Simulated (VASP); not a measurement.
Input of a VASP 6.6.1 run:

INCAR

```
ALGO = Normal ; EDIFF = 1E-7
ENCUT = 520 ; GGA = PS
ISIF = 2 ; ISMEAR = -1
LASPH = True ; LCHARG = True
LELF = True ; LREAL = False
LVHAR = True ; LWAVE = False
NBANDS = 28 ; NELM = 60
PREC = Accurate ; SIGMA = 0.1
```

The input KPOINTS:

```
k-points
0
Gamma
  8 8 11
```

POSCAR

```
Sn
1.0
    5.0886775561      0.0000000000      0.0000000000
   -2.5443387780      4.4069240352      0.0000000000
    0.0000000000      0.0000000000      3.0999945738
Sn
3
Direct
    0.0000000000      1.0000000000      0.0000000000
    0.3333333333      0.6666666667      0.5000000000
    0.6666666667      0.3333333333      0.5000000000
```

Potentials or basis: VASP PAW PBE potentials, release 64 (Sn_d).

Launch:

```sh
$ cat potpaw_PBE.64/Sn_d/POTCAR > POTCAR
$ mpirun -np 1 vasp_std > vasp.out
```

(1) Estimate the pressure.

(2) Estimate the band gap on the k mesh.

Answers

(1) 9.9 GPa.

(2) zero (band 21 reaches 11.96 eV, above the bottom of band 22 at 7.01 eV).

Caveat: the PAW data sets were made with another functional, which shifts forces and pressure a little; spin-orbit coupling is left out, which moves the levels of the heavy elements.
